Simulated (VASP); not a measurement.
# GaP (zincblende type) (F-43m) in VASP: single point with PBE

Aim: the single point of GaP (zincblende type) with PBE.

All numbers are computed with VASP 6.6.1; they aren't measurements. Logs are shortened: lines on timing, memory, paths and dates and some standing lists are left out, and cuts for length are marked.

### Step 1. The cell of the first run

Symmetry: F-43m, No. 216, cubic system. Conventional cell: a = 5.506 Å, b = 5.506 Å, c = 5.506 Å, α = 90.00°, β = 90.00°, γ = 90.00°. Within 3.1 Å of Ga (site symmetry -43m) lie 4 P at 2.38 Å. Within 3.1 Å of P (site symmetry -43m) lie 4 Ga at 2.38 Å.

### Step 2. Single point, PBE

INCAR

```
SYSTEM = GaP
PREC = Accurate
ENCUT = 520
EDIFF = 1E-6
ISMEAR = -1
SIGMA = 0.02
LREAL = .False.
LASPH = .True.
NELM = 80
ALGO = Normal
ISIF = 2
LWAVE = .False.
LCHARG = .False.
GGA = PE
NBANDS = 26
```

KPOINTS

```
Automatic mesh
0
Gamma
  8 6 8
  0 0 0
```

POSCAR

```
GaP
1.0
   -2.7529909726      2.7529909726      0.0000000000
    0.0000000000      0.0000000000      5.5059819451
    2.7529909726      2.7529909726      0.0000000000
Ga P
2 2
Direct
    0.0000000000      0.0000000000      0.0000000000
    0.5000000000      0.5000000000      0.5000000000
    0.0000000000      0.2500000000      0.5000000000
    0.5000000000      0.7500000000      0.0000000000
```

Potentials or basis: VASP PAW PBE potentials, release 64 (Ga_d, P).

On the command line:

```sh
$ cat potpaw_PBE.64/Ga_d/POTCAR potpaw_PBE.64/P/POTCAR > POTCAR
$ mpirun -np 1 vasp_std > vasp.out
```

OUTCAR:

```text
SYSTEM = GaP
   PREC = Accurate
   ENCUT = 520
   EDIFF = 1E-6
   ISMEAR = -1
   LREAL = .False.
   LASPH = .True.
   NELM = 80
   ISIF = 2
   GGA = PE

 ion  position               nearest neighbor table
   1  0.000  0.000  0.000-   3 2.38   4 2.38   3 2.38   4 2.38
   2  0.500  0.500  0.500-   3 2.38   4 2.38   4 2.38   3 2.38
   3  0.000  0.250  0.500-   1 2.38   2 2.38   1 2.38   2 2.38
   4  0.500  0.750  0.000-   1 2.38   2 2.38   2 2.38   1 2.38

  LATTYP: Found a simple tetragonal cell.
 ALAT       =     3.8933171705
 C/A-ratio  =     1.4142135623

  Lattice vectors:

 A1 = (   2.7529909726,  -2.7529909726,   0.0000000000)
 A2 = (   2.7529909726,   2.7529909726,   0.0000000000)
 A3 = (   0.0000000000,   0.0000000000,   5.5059819451)

Analysis of symmetry for initial positions (statically):
=====================================================================
 Subroutine PRICEL returns following result:

  LATTYP: Found a face centered cubic cell.
 ALAT       =     5.5059819452

  Lattice vectors:

 A1 = (   2.7529909726,   0.0000000000,   2.7529909726)
 A2 = (   2.7529909726,   2.7529909726,   0.0000000000)
 A3 = (   0.0000000000,   2.7529909726,   2.7529909726)

   2 primitive cells build up your supercell.

 Routine SETGRP: Setting up the symmetry group for a
 simple tetragonal supercell.

 Subroutine GETGRP returns: Found  8 space group operations
 (whereof  8 operations were pure point group operations)
 out of a pool of 16 trial point group operations.

The static configuration has the point symmetry D_2d.

Analysis of symmetry for dynamics (positions and initial velocities):
=====================================================================
 Subroutine PRICEL returns following result:

  LATTYP: Found a face centered cubic cell.
 ALAT       =     5.5059819452

  Lattice vectors:

 A1 = (   2.7529909726,   0.0000000000,   2.7529909726)
 A2 = (   2.7529909726,   2.7529909726,   0.0000000000)
 A3 = (   0.0000000000,   2.7529909726,   2.7529909726)

   2 primitive cells build up your supercell.

 Routine SETGRP: Setting up the symmetry group for a
 simple tetragonal supercell.

 Subroutine GETGRP returns: Found  8 space group operations
 (whereof  8 operations were pure point group operations)
 out of a pool of 16 trial point group operations.

The dynamic configuration has the point symmetry D_2d.

 Subroutine INISYM returns: Found  8 space group operations
 (whereof  8 operations are pure point group operations),
 and found     2 'primitive' translations

----------------------------------------------------------------------------------------

                                     Primitive cell

  volume of cell :      41.7296

  direct lattice vectors                    reciprocal lattice vectors
     2.752990973  0.000000000  2.752990973     0.181620646 -0.181620646  0.181620646
     2.752990973  2.752990973  0.000000000     0.181620646  0.181620646 -0.181620646
     0.000000000  2.752990973  2.752990973    -0.181620646  0.181620646  0.181620646

  length of vectors
     3.893317171  3.893317171  3.893317171     0.314576187  0.314576187  0.314576187

  position of ions in fractional coordinates (direct lattice)
     0.000000000  0.000000000  0.000000000
     0.250000000  0.250000000  0.250000000

  ion indices of the primitive-cell ions
   primitive index   ion index
                 1           1
                 2           3

----------------------------------------------------------------------------------------

 KPOINTS: Automatic mesh

Automatic generation of k-mesh.
 Grid dimensions read from file:
 generate k-points for:    8    6    8

 Generating k-lattice:

  Cartesian coordinates                     Fractional coordinates (reciprocal lattice)
    -0.022702581  0.022702581  0.000000000     0.125000000  0.000000000  0.000000000
     0.000000000  0.000000000  0.030270108     0.000000000  0.166666667  0.000000000
     0.022702581  0.022702581  0.000000000     0.000000000  0.000000000  0.125000000

  Length of vectors
     0.032106298  0.030270108  0.032106298

  Shift w.r.t. Gamma in fractional coordinates (k-lattice)
     0.000000000  0.000000000  0.000000000

 Subroutine IBZKPT returns following result:
 ===========================================

 Found     60 irreducible k-points:

 Following reciprocal coordinates:
            Coordinates               Weight
  0.000000  0.000000  0.000000      1.000000
  0.125000  0.000000  0.000000      4.000000
  0.250000  0.000000  0.000000      4.000000
  0.375000  0.000000  0.000000      4.000000
  0.500000  0.000000  0.000000      2.000000
  0.000000  0.166667  0.000000      2.000000
[... 16 lines left out ...]
  0.375000  0.000000  0.125000      8.000000
  0.500000  0.000000  0.125000      4.000000
 [... further k-points ...]
   k-points           NKPTS =     60   k-points in BZ     NKDIM =     60   number of bands    NBANDS=     26
   number of dos      NEDOS =    301   number of ions     NIONS =      4
   total plane-waves  NPLWV =  37800
   dimension x,y,z NGX =    30 NGY =   42 NGZ =   30
   dimension x,y,z NGXF=    60 NGYF=   84 NGZF=   60
   ions per type =               2   2
   NGX,Y,Z   is equivalent  to a cutoff of  12.81, 12.68, 12.81 a.u.
   NGXF,Y,Z  is equivalent  to a cutoff of  25.62, 25.36, 25.62 a.u.
 SYSTEM =  GaP
   PREC   = accura    normal or accurate (medium, high low for compatibility)
   ISTART =      0    job   : 0-new  1-cont  2-samecut
   ICHARG =      2    charge: 1-file 2-atom 10-const
   ISPIN  =      1    spin polarized calculation?
   LNONCOLLINEAR =      F non collinear calculations
   LSORBIT =      F    spin-orbit coupling
   LASPH  =      T    aspherical Exc in radial PAW
   ENCUT  =  520.0 eV  38.22 Ry    6.18 a.u.   7.24 10.24  7.24*2*pi/ulx,y,z
   NELM   =     80;   NELMIN=  2; NELMDL= -5     # of ELM steps
   EDIFF  = 0.1E-05   stopping-criterion for ELM
   LREAL  =      F    real-space projection
   EDIFFG = 0.1E-04   stopping-criterion for IOM
   NSW    =      0    number of steps for IOM
   IBRION =     -1    ionic relax: 0-MD 1-quasi-New 2-CG
   NFREE  =      0    steps in history (QN), initial steepest desc. (CG)
   ISIF   =      2    stress and relaxation
   ISYM   =      2    0-nonsym 1-usesym 2-fastsym
   POTIM  = 0.5000    time-step for ionic-motion
   TEBEG  =    0.0;   TEEND  =   0.0 temperature during run
   PSTRESS=    0.0 pullay stress
   NELECT =      36.0000    total number of electrons
   NUPDOWN=      -1.0000    fix difference up-down
   EMIN   =  10.00;   EMAX   =-10.00  energy-range for DOS
   EFERMI =   0.00;   METHOD = LEGACY
   ISMEAR =    -1;   SIGMA  =   0.02  broadening in eV -4-tet -1-fermi 0-gaus
   EFERMI_NEDOS =   21; number of points for ismear=-14 and -15
   IALGO  =     38    algorithm
   IMIX   =      4    mixing-type and parameters
     AMIX     =   0.40;   BMIX     =  1.00
     AMIX_MAG =   1.60;   BMIX_MAG =  1.00
  volume/ion in A,a.u.               =      20.86       140.80
  Fermi-wavevector in a.u.,A,eV,Ry     =   1.236946  2.337490 20.817409  1.530036
  Thomas-Fermi vector in A             =   2.371534
   LORBIT       =      0    0 simple, 1 ext, 2 COOP (PROOUT), +10 PAW based schemes
   GGA     = PE    functional components
   LHFCALC =     F    Hartree Fock is set to
   AEXX    =    0.0000 exact exchange contribution
   IVDW    =     0    specifies the selected vdW correction
   LEPSILON=     F    determine dielectric tensor
   LRPA    =     F    only Hartree local field effects (RPA)
 non-spin polarized calculation
  energy-cutoff  :      520.00
  volume of cell :       83.46
 maximum number of plane-waves:      2316
 NGX is ok and might be reduce to    30
   NGX = 15   NGY = 21   NGZ = 15

 number of electron      35.9999983 magnetization

 Free energy of the ion-electron system (eV)
  ---------------------------------------------------
  ext. energy  EPLUGINS =         0.00000000
  ---------------------------------------------------
  free energy    TOTEN  =       -18.25443150 eV

  energy without entropy =      -18.25443150  energy(sigma->0) =      -18.25443150

 E-fermi :   4.7981     XC(G=0):  -9.6956

 val. band max:        4.3456302000   @ k =   0.0000   0.0000   0.0000
 cond. band min:       5.9221770383   @ k =   0.0000   0.0000   0.0000
 fundamental gap:      1.5765468382
 Fermi energy:         4.7980658153

 k-point     1 :       0.0000    0.0000    0.0000
  band No.  band energies     occupation
      1     -10.2604      2.00000
      2     -10.1544      2.00000
      3     -10.1544      2.00000
      4     -10.1543      2.00000
      5     -10.0955      2.00000
      6     -10.0955      2.00000
[... 18 lines left out ...]
     25      13.0237      0.00000
     26      14.0914      0.00000

 k-point     2 :       0.1250    0.0000    0.0000
  band No.  band energies     occupation
      1     -10.2560      2.00000
      2     -10.1630      2.00000
      3     -10.1520      2.00000
      4     -10.1503      2.00000
      5     -10.1020      2.00000
      6     -10.0976      2.00000
[... 18 lines left out ...]
     25      13.3767      0.00000
     26      13.6631      0.00000

 k-point     3 :       0.2500    0.0000    0.0000
  band No.  band energies     occupation
      1     -10.2457      2.00000
      2     -10.1833      2.00000
      3     -10.1453      2.00000
      4     -10.1414      2.00000
      5     -10.1127      2.00000
      6     -10.1037      2.00000
[... 572 lines left out ...]
 k-point    23 :       0.3750    0.0000    0.1250
  band No.  band energies     occupation
      1     -10.2363      2.00000
      2     -10.2138      2.00000
      3     -10.1302      2.00000
      4     -10.1267      2.00000
      5     -10.1232      2.00000
      6     -10.1077      2.00000
[... 18 lines left out ...]
     25      10.7983      0.00000
     26      12.3726      0.00000

 k-point    24 :       0.5000    0.0000    0.1250
  band No.  band energies     occupation
      1     -10.2277      2.00000
      2     -10.2277      2.00000
      3     -10.1261      2.00000
      4     -10.1261      2.00000
      5     -10.1168      2.00000
      6     -10.1168      2.00000
[... 18 lines left out ...]
     25      11.8513      0.00000
     26      11.8513      0.00000

 [... further k-points ...]

------------------------ aborting loop because EDIFF is reached ----------------------------------------

  FORCE on cell =-STRESS in cart. coord.  units (eV):
  Direction    XX          YY          ZZ          XY          YZ          ZX
  --------------------------------------------------------------------------------------
  -------------------------------------------------------------------------------------
  Total       -0.0587367     -0.0587367     -0.0718456      0.0000000     -0.0000000      0.0000000
  in kB       -1.1275754     -1.1275754     -1.3792294      0.0000000     -0.0000000      0.0000000
  external PRESSURE =      -1.2114601 kB  Pullay stress =       0.0000000 kB

 VOLUME and BASIS-vectors are now :
 -----------------------------------------------------------------------------
  energy-cutoff  :      520.00
  volume of cell :       83.46
      direct lattice vectors                 reciprocal lattice vectors
    -2.752990973  2.752990973  0.000000000    -0.181620646  0.181620646  0.000000000
     0.000000000  0.000000000  5.505981945     0.000000000  0.000000000  0.181620646
     2.752990973  2.752990973  0.000000000     0.181620646  0.181620646  0.000000000

 POSITION                                       TOTAL-FORCE (eV/Angst)
 -----------------------------------------------------------------------------------
      0.00000      0.00000      0.00000         0.000000     -0.000000      0.000000
      0.00000      2.75299      2.75299        -0.000000      0.000000      0.000000
      1.37650      1.37650      1.37650         0.000000     -0.000000     -0.000000
     -1.37650      1.37650      4.12949         0.000000     -0.000000     -0.000000
 -----------------------------------------------------------------------------------
    total drift:                                0.000000      0.000000      0.000002

  FREE ENERGIE OF THE ION-ELECTRON SYSTEM (eV)
  ---------------------------------------------------
  free  energy   TOTEN  =       -18.2544314955 eV

  energy  without entropy=      -18.2544314955  energy(sigma->0) =      -18.25443150
```

Wall time 2.1 min (1 thread of Intel Xeon Platinum 8259CL at 2.50GHz (Skylake/Cascade Lake), shared host); peak memory 0.25 GiB.

What came out:

```
Free energy            : -18.2544 eV
Pressure               : -0.1 GPa
Band gap on the k mesh : 1.58 eV
```

A k mesh can miss the band edges.
